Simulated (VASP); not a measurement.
# AlN (F-43m) in VASP: a series of runs

AlN is run at these levels: LDA; tasks: single point, relaxation of cell and atoms.

Everything below comes from runs of VASP 6.6.1. Logs are shortened: lines on timing, memory, paths and dates and some standing lists are left out, and cuts for length are marked.

## Step 1: The cell of the first run

It takes space group F-43m (No. 216, cubic). The conventional cell has a = 4.342 Å, b = 4.342 Å, c = 4.342 Å, α = 90.00°, β = 90.00°, γ = 90.00°. Al (site symmetry -43m) has 4 N at 1.88 Å within 2.5 Å. N (site symmetry -43m) has 4 Al at 1.88 Å within 2.5 Å.

## Step 2: Single point, LDA

INCAR reads:

```
PREC = Accurate
ENCUT = 520
EDIFF = 1E-6
ISMEAR = 0
SIGMA = 0.02
LREAL = False
LASPH = True
NELM = 100
ALGO = Normal
ISIF = 2
LWAVE = False
LCHARG = False
GGA = CA
NBANDS = 11
```

KPOINTS reads:

```
regular mesh
0
Gamma
  10 10 10
```

POSCAR reads:

```
AlN
1.0
    0.0000000000      2.1711516909      2.1711516909
    2.1711516909      0.0000000000      2.1711516909
    2.1711516909      2.1711516909      0.0000000000
Al N
1 1
Direct
    0.0000000000      0.0000000000      0.0000000000
    0.7500000000      0.7500000000      0.7500000000
```

Potentials or basis: VASP PAW LDA potentials, release 64 (Al, N).

The run is started by

```console
> cat potpaw_LDA.64/Al/POTCAR potpaw_LDA.64/N/POTCAR > POTCAR
> mpirun -np 1 vasp_std > vasp.out
```

OUTCAR:

```text
PREC = Accurate
   ENCUT = 520
   EDIFF = 1E-6
   ISMEAR = 0
   LREAL = False
   LASPH = True
   NELM = 100
   ISIF = 2
   GGA = CA

 ion  position               nearest neighbor table
   1  0.000  0.000  0.000-   2 1.88   2 1.88   2 1.88   2 1.88
   2  0.750  0.750  0.750-   1 1.88   1 1.88   1 1.88   1 1.88

  LATTYP: Found a face centered cubic cell.
 ALAT       =     4.3423033818

  Lattice vectors:

 A1 = (   0.0000000000,   2.1711516909,   2.1711516909)
 A2 = (   2.1711516909,   0.0000000000,   2.1711516909)
 A3 = (   2.1711516909,   2.1711516909,   0.0000000000)

Analysis of symmetry for initial positions (statically):
=====================================================================
 Subroutine PRICEL returns:
 Original cell was already a primitive cell.

 Routine SETGRP: Setting up the symmetry group for a
 face centered cubic supercell.

 Subroutine GETGRP returns: Found 24 space group operations
 (whereof 24 operations were pure point group operations)
 out of a pool of 48 trial point group operations.

The static configuration has the point symmetry T_d .

Analysis of symmetry for dynamics (positions and initial velocities):
=====================================================================
 Subroutine PRICEL returns:
 Original cell was already a primitive cell.

 Routine SETGRP: Setting up the symmetry group for a
 face centered cubic supercell.

 Subroutine GETGRP returns: Found 24 space group operations
 (whereof 24 operations were pure point group operations)
 out of a pool of 48 trial point group operations.

The dynamic configuration has the point symmetry T_d .

 Subroutine INISYM returns: Found 24 space group operations
 (whereof 24 operations are pure point group operations),
 and found     1 'primitive' translations

----------------------------------------------------------------------------------------

                                     Primitive cell

  volume of cell :      20.4692

  direct lattice vectors                    reciprocal lattice vectors
     0.000000000  2.171151691  2.171151691    -0.230292523  0.230292523  0.230292523
     2.171151691  0.000000000  2.171151691     0.230292523 -0.230292523  0.230292523
     2.171151691  2.171151691  0.000000000     0.230292523  0.230292523 -0.230292523

  length of vectors
     3.070472167  3.070472167  3.070472167     0.398878350  0.398878350  0.398878350

  position of ions in fractional coordinates (direct lattice)
     0.000000000  0.000000000  0.000000000
     0.750000000  0.750000000  0.750000000

  ion indices of the primitive-cell ions
   primitive index   ion index
                 1           1
                 2           2

----------------------------------------------------------------------------------------

 KPOINTS: regular mesh

Automatic generation of k-mesh.
 Grid dimensions read from file:
 generate k-points for:   10   10   10

 Generating k-lattice:

  Cartesian coordinates                     Fractional coordinates (reciprocal lattice)
    -0.023029252  0.023029252  0.023029252     0.100000000  0.000000000  0.000000000
     0.023029252 -0.023029252  0.023029252     0.000000000  0.100000000  0.000000000
     0.023029252  0.023029252 -0.023029252     0.000000000  0.000000000  0.100000000

  Length of vectors
     0.039887835  0.039887835  0.039887835

  Shift w.r.t. Gamma in fractional coordinates (k-lattice)
     0.000000000  0.000000000  0.000000000

 Subroutine IBZKPT returns following result:
 ===========================================

 Found     47 irreducible k-points:

 Following reciprocal coordinates:
            Coordinates               Weight
  0.000000  0.000000  0.000000      1.000000
  0.100000  0.000000  0.000000      8.000000
  0.200000  0.000000  0.000000      8.000000
  0.300000  0.000000  0.000000      8.000000
  0.400000  0.000000  0.000000      8.000000
  0.500000  0.000000  0.000000      4.000000
[... 16 lines left out ...]
  0.300000  0.300000  0.000000      6.000000
  0.400000  0.300000  0.000000     24.000000
 [... further k-points ...]
   k-points           NKPTS =     47   k-points in BZ     NKDIM =     47   number of bands    NBANDS=     11
   number of dos      NEDOS =    301   number of ions     NIONS =      2
   total plane-waves  NPLWV =  13824
   dimension x,y,z NGX =    24 NGY =   24 NGZ =   24
   dimension x,y,z NGXF=    48 NGYF=   48 NGZF=   48
   ions per type =               1   1
   NGX,Y,Z   is equivalent  to a cutoff of  12.99, 12.99, 12.99 a.u.
   NGXF,Y,Z  is equivalent  to a cutoff of  25.99, 25.99, 25.99 a.u.
 SYSTEM =  unknown system
   PREC   = accura    normal or accurate (medium, high low for compatibility)
   ISTART =      0    job   : 0-new  1-cont  2-samecut
   ICHARG =      2    charge: 1-file 2-atom 10-const
   ISPIN  =      1    spin polarized calculation?
   LNONCOLLINEAR =      F non collinear calculations
   LSORBIT =      F    spin-orbit coupling
   LASPH  =      T    aspherical Exc in radial PAW
   ENCUT  =  520.0 eV  38.22 Ry    6.18 a.u.   5.71  5.71  5.71*2*pi/ulx,y,z
   NELM   =    100;   NELMIN=  2; NELMDL= -5     # of ELM steps
   EDIFF  = 0.1E-05   stopping-criterion for ELM
   LREAL  =      F    real-space projection
   EDIFFG = 0.1E-04   stopping-criterion for IOM
   NSW    =      0    number of steps for IOM
   IBRION =     -1    ionic relax: 0-MD 1-quasi-New 2-CG
   NFREE  =      0    steps in history (QN), initial steepest desc. (CG)
   ISIF   =      2    stress and relaxation
   ISYM   =      2    0-nonsym 1-usesym 2-fastsym
   POTIM  = 0.5000    time-step for ionic-motion
   TEBEG  =    0.0;   TEEND  =   0.0 temperature during run
   PSTRESS=    0.0 pullay stress
   NELECT =       8.0000    total number of electrons
   NUPDOWN=      -1.0000    fix difference up-down
   EMIN   =  10.00;   EMAX   =-10.00  energy-range for DOS
   EFERMI =   0.00;   METHOD = LEGACY
   ISMEAR =     0;   SIGMA  =   0.02  broadening in eV -4-tet -1-fermi 0-gaus
   EFERMI_NEDOS =   21; number of points for ismear=-14 and -15
   IALGO  =     38    algorithm
   IMIX   =      4    mixing-type and parameters
     AMIX     =   0.40;   BMIX     =  1.00
     AMIX_MAG =   1.60;   BMIX_MAG =  1.00
  volume/ion in A,a.u.               =      10.23        69.07
  Fermi-wavevector in a.u.,A,eV,Ry     =   1.196937  2.261883 19.492501  1.432658
  Thomas-Fermi vector in A             =   2.332865
   LORBIT       =      0    0 simple, 1 ext, 2 COOP (PROOUT), +10 PAW based schemes
   GGA     = CA    functional components
   LHFCALC =     F    Hartree Fock is set to
   AEXX    =    0.0000 exact exchange contribution
   IVDW    =     0    specifies the selected vdW correction
   LEPSILON=     F    determine dielectric tensor
   LRPA    =     F    only Hartree local field effects (RPA)
 non-spin polarized calculation
 Gauss-broadening in eV      SIGMA  =   0.02
  energy-cutoff  :      520.00
  volume of cell :       20.47
 maximum number of plane-waves:       568
   NGX = 11   NGY = 11   NGZ = 11

 number of electron       8.0000000 magnetization

 Free energy of the ion-electron system (eV)
  ---------------------------------------------------
  ext. energy  EPLUGINS =         0.00000000
  ---------------------------------------------------
  free energy    TOTEN  =       -16.37544955 eV

  energy without entropy =      -16.37544955  energy(sigma->0) =      -16.37544955

 E-fermi :   5.9607     XC(G=0): -11.3435

 val. band max:        5.8768192285   @ k =   0.0000   0.0000   0.0000
 cond. band min:       9.1074015383   @ k =   0.5000   0.5000   0.0000
 fundamental gap:      3.2305823098
 Fermi energy:         5.9607416421

 k-point     1 :       0.0000    0.0000    0.0000
  band No.  band energies     occupation
      1      -9.0503      2.00000
      2       5.8768      2.00000
      3       5.8768      2.00000
      4       5.8768      2.00000
      5      10.2701      0.00000
      6      18.3846      0.00000
      7      18.3846      0.00000
      8      18.3846      0.00000
      9      23.5406      0.00000
     10      23.5406      0.00000
     11      24.9598      0.00000

 k-point     2 :       0.1000    0.0000    0.0000
  band No.  band energies     occupation
      1      -8.8976      2.00000
      2       5.0707      2.00000
      3       5.8243      2.00000
      4       5.8243      2.00000
      5      10.9088      0.00000
      6      18.0027      0.00000
      7      18.5197      0.00000
      8      18.5197      0.00000
      9      22.2742      0.00000
     10      22.2742      0.00000
     11      24.1587      0.00000

 k-point     3 :       0.2000    0.0000    0.0000
  band No.  band energies     occupation
      1      -8.4619      2.00000
      2       3.4489      2.00000
      3       5.6935      2.00000
      4       5.6935      2.00000
      5      11.9992      0.00000
      6      17.2191      0.00000
      7      18.4465      0.00000
      8      18.4465      0.00000
      9      21.7383      0.00000
     10      21.7383      0.00000
     11      23.2966      0.00000

 k-point     4 :       0.3000    0.0000    0.0000
  band No.  band energies     occupation
      1      -7.8235      2.00000
      2       1.7629      2.00000
      3       5.5437      2.00000
      4       5.5437      2.00000
      5      12.8013      0.00000
      6      16.4830      0.00000
      7      17.7759      0.00000
      8      17.7759      0.00000
      9      22.8040      0.00000
     10      22.8040      0.00000
     11      23.1169      0.00000

 k-point     5 :       0.4000    0.0000    0.0000
  band No.  band energies     occupation
      1      -7.1754      2.00000
      2       0.4285      2.00000
      3       5.4310      2.00000
      4       5.4310      2.00000
      5      13.1950      0.00000
      6      15.9608      0.00000
      7      17.1710      0.00000
      8      17.1710      0.00000
      9      23.5363      0.00000
     10      24.6358      0.00000
     11      24.6358      0.00000
[... 211 lines left out ...]
 k-point    21 :      -0.3000    0.2000    0.0000
  band No.  band energies     occupation
      1      -7.0137      2.00000
      2       1.1965      2.00000
      3       3.6314      2.00000
      4       5.3492      2.00000
      5      13.7466      0.00000
      6      14.9753      0.00000
      7      17.6598      0.00000
      8      18.1276      0.00000
      9      22.2346      0.00000
     10      24.5476      0.00000
     11      27.2252      0.00000

 k-point    22 :      -0.2000    0.2000    0.0000
  band No.  band energies     occupation
      1      -7.6137      2.00000
      2       2.0809      2.00000
      3       4.1427      2.00000
      4       5.6202      2.00000
      5      13.5184      0.00000
      6      15.8129      0.00000
      7      17.2548      0.00000
      8      18.3171      0.00000
      9      20.8067      0.00000
     10      24.2682      0.00000
     11      27.2600      0.00000

 k-point    23 :       0.3000    0.3000    0.0000
  band No.  band energies     occupation
      1      -7.4277      2.00000
      2       2.3377      2.00000
      3       4.6093      2.00000
      4       4.6093      2.00000
      5      11.1795      0.00000
      6      15.4953      0.00000
      7      17.8106      0.00000
      8      20.3510      0.00000
      9      20.3510      0.00000
     10      26.2518      0.00000
     11      29.8014      0.00000

 k-point    24 :       0.4000    0.3000    0.0000
  band No.  band energies     occupation
      1      -6.9327      2.00000
      2       1.6739      2.00000
      3       4.1345      2.00000
      4       4.4429      2.00000
      5      10.7390      0.00000
      6      15.3291      0.00000
      7      18.1861      0.00000
      8      20.4362      0.00000
      9      20.9520      0.00000
     10      27.1690      0.00000
     11      29.5805      0.00000

 [... further k-points ...]
[... 5 lines left out ...]
  --------------------------------------------------------------------------------------
  -------------------------------------------------------------------------------------
  Total        0.0800559      0.0800559      0.0800559      0.0000000      0.0000000      0.0000000
  in kB        6.2661868      6.2661868      6.2661868      0.0000000      0.0000000      0.0000000
  external PRESSURE =       6.2661868 kB  Pullay stress =       0.0000000 kB

 VOLUME and BASIS-vectors are now :
 -----------------------------------------------------------------------------
  energy-cutoff  :      520.00
  volume of cell :       20.47
      direct lattice vectors                 reciprocal lattice vectors
     0.000000000  2.171151691  2.171151691    -0.230292523  0.230292523  0.230292523
     2.171151691  0.000000000  2.171151691     0.230292523 -0.230292523  0.230292523
     2.171151691  2.171151691  0.000000000     0.230292523  0.230292523 -0.230292523

 POSITION                                       TOTAL-FORCE (eV/Angst)
 -----------------------------------------------------------------------------------
      0.00000      0.00000      0.00000        -0.000000     -0.000000     -0.000000
      3.25673      3.25673      3.25673         0.000000      0.000000      0.000000
 -----------------------------------------------------------------------------------
    total drift:                                0.000000      0.000000      0.000000

  FREE ENERGIE OF THE ION-ELECTRON SYSTEM (eV)
  ---------------------------------------------------
  free  energy   TOTEN  =       -16.3754495530 eV

  energy  without entropy=      -16.3754495530  energy(sigma->0) =      -16.37544955
```

Run time: 3.8 s. Hardware: 1 thread of Intel Xeon Platinum 8488C (Sapphire Rapids), shared host; peak memory 0.12 GiB.

Results:

```yaml
Free_energy: -16.3754 eV
Pressure: 0.6 GPa
Band_gap_on_the_k_mesh: 3.23 eV, indirect (least direct gap 4.39 eV)
```

Levels at points of the mesh, in eV from the valence-band top:
| k point | band 2 | band 3 | band 4 | band 5 | band 6 | band 7 |
| --- | --- | --- | --- | --- | --- | --- |
| (0.00, 0.00, 0.00) | 0.00 | 0.00 | 0.00 | 4.39 | 12.51 | 12.51 |
| (0.50, 0.00, 0.00) | -5.98 | -0.49 | -0.49 | 7.43 | 9.89 | 11.07 |
| (0.50, 0.50, 0.00) | -5.01 | -1.81 | -1.81 | 3.23 | 8.52 | 13.99 |

A k mesh can miss the band edges. LDA gaps usually lie below the measured ones, often by a third to a half.

[end of part 1 of 2]
